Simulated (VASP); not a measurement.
Write the native input for VASP 6.6.1 that does the following.

```yaml
Task: single point
Functional: BLYP
Dispersion: D4
Potentials_or_basis: VASP PAW PBE potentials, release 64 (Tl_d)
Cutoff: 520 eV
k_mesh: 10 × 10 × 10
Occupations: tetrahedron, width 0.05 eV
Spin: no spin polarisation
Dipole_correction: no
k_mesh_for_the_DOS: 15 × 15 × 15
Occupations_for_the_DOS: tetrahedron
Further_INCAR_settings: ALGO = Normal; EDIFF = 1e-06
```

Crystal: Tl.

```
Tl
1.0
    -1.95600    1.95600    1.95600
     1.95600   -1.95600    1.95600
     1.95600    1.95600   -1.95600
Tl
1
Direct
  0.00000 0.00000 0.00000
```

This isn't the form of Tl at room conditions, which is hcp.

These files were run (other wordings do the same):

POSCAR

```
Tl
1.0
   -1.9559951735      1.9559951735      1.9559951735
    1.9559951735     -1.9559951735      1.9559951735
    1.9559951735      1.9559951735     -1.9559951735
Tl
1
Direct
    0.0000000000      0.0000000000      0.0000000000
```

INCAR.step1

```
AGGAC    = 1.0          
AGGAX    = 1.0          
ALDAC    = 0.0          
ALDAX    = 1.0          
ALGO     = Normal         # electronic algorithm
EDIFF    = 1E-6           # SCF threshold, eV
ENCUT    = 520            # plane-wave cutoff, eV
GGA      = B5             # functional
ISIF     = 2              # what is computed and relaxed
ISMEAR   = -5             # smearing method
IVDW     = 13             # dispersion correction
LASPH    = True           # aspherical terms in the spheres
LCHARG   = True           # write CHGCAR
LREAL    = False          # projectors in reciprocal space
LWAVE    = False          # write WAVECAR
NBANDS   = 12             # bands
NELM     = 80             # most SCF steps
PREC     = Accurate       # precision mode
SIGMA    = 0.05           # smearing width, eV
VDW_A1   = 0.44488865   
VDW_A2   = 4.0933009    
VDW_S6   = 1.0          
VDW_S8   = 2.34076671
```

KPOINTS.step1

```
k-points
0
Gamma
  10 10 10
```

INCAR.step2

```
AGGAC    = 1.0          
AGGAX    = 1.0          
ALDAC    = 0.0          
ALDAX    = 1.0          
ALGO     = Normal         # electronic algorithm
EDIFF    = 1E-6           # SCF threshold, eV
ENCUT    = 520            # plane-wave cutoff, eV
GGA      = B5             # functional
ICHARG   = 11             # starting density
ISIF     = 2              # what is computed and relaxed
ISMEAR   = -5             # smearing method
IVDW     = 13             # dispersion correction
LASPH    = True           # aspherical terms in the spheres
LCHARG   = False          # write CHGCAR
LORBIT   = 11             # projections on sites
LREAL    = False          # projectors in reciprocal space
LWAVE    = False          # write WAVECAR
NEDOS    = 1001           # points of the DOS
NELM     = 80             # most SCF steps
PREC     = Accurate       # precision mode
SIGMA    = 0.05           # smearing width, eV
VDW_A1   = 0.44488865   
VDW_A2   = 4.0933009    
VDW_S6   = 1.0          
VDW_S8   = 2.34076671
```

KPOINTS.step2

```
k-points
0
Gamma
  15 15 15
```

Potentials or basis: VASP PAW PBE potentials, release 64 (Tl_d).

The run is started by

```console
$ cat potpaw_PBE.64/Tl_d/POTCAR > POTCAR
$ cp INCAR.step1 INCAR
$ cp KPOINTS.step1 KPOINTS
$ mpirun -np 1 vasp_std > vasp.out
$ cp INCAR.step2 INCAR
$ cp KPOINTS.step2 KPOINTS
$ mpirun -np 1 vasp_std > vasp.out
```

It gave:

- Valence electrons inside the program's atomic spheres: Tl 11.23
- Dispersion energy per atom: -0.642 eV

Run time: 69 s on 1 thread of Intel(R) Xeon(R) Platinum 8259CL CPU @ 2.50GHz (Skylake/Cascade Lake), on a shared host, peak memory 0.17 GiB.
